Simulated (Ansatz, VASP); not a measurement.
## TePb in VASP and in Ansatz

```xyz
8
Lattice="4.5740 0.0000 0.0000 -2.2870 3.9612 0.0000 0.0000 0.0000 15.7667" Properties=species:S:1:pos:R:3 pbc="T T T"
Pb    0.0000    0.0000    0.0000
Pb    0.0000    2.6408    3.9417
Pb    0.0000    0.0000    7.8833
Pb    2.2870    1.3204   11.8250
Te    2.2870    1.3204    1.9290
Te    2.2870    1.3204    5.9543
Te    0.0000    2.6408    9.8123
Te    0.0000    2.6408   13.8377
```

Alike in both runs: functional PBE; k mesh 6 × 6 × 3; occupations gaussian, width 0.02 eV; no spin polarisation.

Ansatz relaxed the structure, and its values are those at the end. VASP's run is a single point on that final structure, the one shown.

|  | VASP | Ansatz |
| --- | --- | --- |
| version | VASP 6.6.1 | Ansatz 0.2.0 |
| potentials or method | VASP PAW PBE potentials, release 64 (Pb_d, Te), cutoff 520 eV | scalar-relativistic, plane waves, PAW |
| valence electrons in the cell | 80 | 120 |

```tsv
	VASP	Ansatz	Ansatz less VASP
gap on the k mesh at the Fermi level (eV)	0.50	0.50	0.000
least direct gap on the mesh (eV)	0.70	0.69	-0.004
pressure (GPa)	-0.1	0.0	+0.05
rms of the force components (eV/Å)	0.003	0.003	-0.0002
```

VASP's potentials hold 80 valence electrons a cell and Ansatz's 120, so a difference there can come from the potentials and not from the codes.

Neither program's run includes spin-orbit coupling.
